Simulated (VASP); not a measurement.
Sr, 1 atom in the cell. The structure is tetragonal, space group I4/mmm (No. 139). The conventional cell has a = 4.705 Å, b = 4.705 Å, c = 4.777 Å, α = 90.00°, β = 90.00°, γ = 90.00°. Sr (site symmetry 4/mmm) has 14 Sr at 4.10 to 4.78 Å within 5.4 Å.  This cell differs from its parent crystal: strain -0.030 along x and y, -0.015 along z.

```yaml
Program: VASP 6.6.1
Task: single point
Functional: r2SCAN
Potentials_or_basis: VASP PAW PBE potentials, release 64 (Sr_sv)
Cutoff: 520 eV
k_mesh: 14 × 14 × 14
Occupations: gaussian, width 0.15 eV
Spin: no spin polarisation
Dipole_correction: no
Further_INCAR_settings: ALGO = Normal; EDIFF = 1e-06; NBANDS = 11
```

Potentials or basis: VASP PAW PBE potentials, release 64 (Sr_sv).

Command:

```sh
$ cat potpaw_PBE.64/Sr_sv/POTCAR > POTCAR
$ cp INCAR.step1 INCAR
$ mpirun -np 1 vasp_std > vasp.out
$ cp INCAR.step2 INCAR
$ mpirun -np 1 vasp_std > vasp.out
```

Hardware: 1 thread of Oxide Virtual Turin-like Processor, with other jobs on the host.

Problem. How long does it take, and how much memory?

Solution. Wall time 8.3 min on 1 thread of Oxide Virtual Turin-like Processor, on a shared host, peak memory 0.24 GiB. Counts: k points 244.
